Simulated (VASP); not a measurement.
Input of a VASP 6.6.1 run:

INCAR

```
SYSTEM = P
ALGO     = Normal         ! electronic algorithm
EDIFF    = 1E-6           ! SCF threshold, eV
ENCUT    = 520            ! plane-wave cutoff, eV
GGA      = PS             ! functional
ISIF     = 2              ! what is computed and relaxed
ISMEAR   = 0              ! smearing method
LASPH    = .TRUE.         ! aspherical terms in the spheres
LCHARG   = .TRUE.         ! write CHGCAR
LELF     = .TRUE.         ! ELF
LREAL    = .FALSE.        ! projectors in reciprocal space
LVHAR    = .TRUE.       
LWAVE    = .FALSE.        ! write WAVECAR
NBANDS   = 8              ! bands
NELM     = 80             ! most SCF steps
PREC     = Accurate       ! precision mode
SIGMA    = 0.15           ! smearing width, eV
```

KPOINTS

```
k-points
0
G
  12 12 12
  0 0 0
```

The input POSCAR:

```
P
1.0
    4.0592596145      0.0000000000      0.0000000000
    0.0000000000      4.0592596145      0.0000000000
    0.0000000000      0.0000000000      4.4874500000
P
1
Direct
    0.0000000000      0.0000000000      0.0000000000
```

Potentials or basis: VASP PAW PBE potentials, release 64 (P).

Launch:

```bash
$ cat potpaw_PBE.64/P/POTCAR > POTCAR
$ mpirun -np 1 vasp_std > vasp.out
```

Estimate the pressure.

-4.6 GPa.

Stress tensor (GPa, compression positive):
```
-5.25  0.00  0.00
 0.00 -5.25  0.00
 0.00  0.00 -3.28
```

Caveat: the cell differs from its parent crystal (strain -0.050 along x and y, +0.025 along z); the PAW data sets were made with another functional, which shifts forces and pressure a little.
